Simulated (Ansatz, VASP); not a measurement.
Y3Ir: VASP beside Ansatz

```
CELL_PARAMETERS angstrom
4.75809 0.00000 0.00000
0.00000 4.75809 0.00000
0.00000 0.00000 4.75809
ATOMIC_POSITIONS crystal
Y 0.00000 0.50000 0.50000
Y 0.50000 0.00000 0.50000
Y 0.50000 0.50000 0.00000
Ir 0.00000 0.00000 0.00000
```

Alike in both runs: task relaxation of cell and atoms; functional PBE; k mesh 4 × 4 × 4; occupations gaussian, width 0.1 eV; no spin polarisation.

|  | VASP | Ansatz |
| --- | --- | --- |
| version | VASP 6.6.1 | Ansatz 0.2.0 |
| potentials or method | VASP PAW PBE potentials, release 64 (Y_sv, Ir), cutoff 600 eV | scalar-relativistic, plane waves, PAW |
| valence electrons in the cell | 42 | 50 |

```tsv
	VASP	Ansatz	Ansatz less VASP
gap on the k mesh at the Fermi level, each at its own relaxed structure (eV)	none	none	-
relaxed volume (Å³/atom)	24.26	24.32	+0.062
relaxed cell length with the largest relative difference (Å)	4.595	4.599	+0.0039
```

A gap of «none» marks a metal or a gap that the smearing closes. VASP's potentials hold 42 valence electrons a cell and Ansatz's 50, so a difference there can come from the potentials and not from the codes.

Neither program's run includes spin-orbit coupling.
